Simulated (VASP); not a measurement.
A run of VASP 6.6.1 is set up as follows.

File INCAR:

```
SYSTEM = BP4
PREC = Accurate
ENCUT = 600
EDIFF = 1E-6
ISMEAR = 0
SIGMA = 0.1
LREAL = .False.
LASPH = .True.
NELM = 80
ALGO = Normal
ISIF = 3
LWAVE = .False.
LCHARG = .False.
GGA = PE
IBRION = 2
NSW = 100
EDIFFG = -0.01
```

Contents of KPOINTS:

```
regular mesh
0
Gamma
  10 10 8
  0 0 0
```

File POSCAR:

```
BP4
1.0
    4.1008041251      0.0000000000      0.0000000000
    0.0000000000      4.1008041251      0.0000000000
    0.0000000000      0.0000000000      5.2067201965
B P
1 4
Direct
    0.5000000000      0.5000000000      0.0000000000
    0.5000000000      0.0000000000      0.0000000000
    0.0000000000      0.5000000000      0.0000000000
    0.0000000000      0.0000000000      0.2487444020
    0.0000000000      0.0000000000      0.7512555980
```

Potentials or basis: VASP PAW PBE potentials, release 64 (B, P).

Command:

```bash
$ cat potpaw_PBE.64/B/POTCAR potpaw_PBE.64/P/POTCAR > POTCAR
$ mpirun -np 1 vasp_std > vasp.out
```

Question: Predict the space group after relaxing (to 0.1 Å).

Answer: P4/mmm (No. 123).

Question: Predict the relaxed cell.

Answer: a = 4.161 Å, b = 4.161 Å, c = 5.193 Å, α = 90.00°, β = 90.00°, γ = 90.00°.

Question: Estimate the band gap on the k mesh.

Answer: Zero (an odd number of electrons rules out a gap without spin polarisation).

Question: What does it give for the relaxed volume?

Answer: 17.98 Å³/atom.

Forces on the atoms (eV/Å):
```
B    0.000  0.000  0.000
P    0.000  0.000  0.000
P    0.000  0.000  0.000
P    0.000  0.000 -0.008
P    0.000  0.000  0.008
```
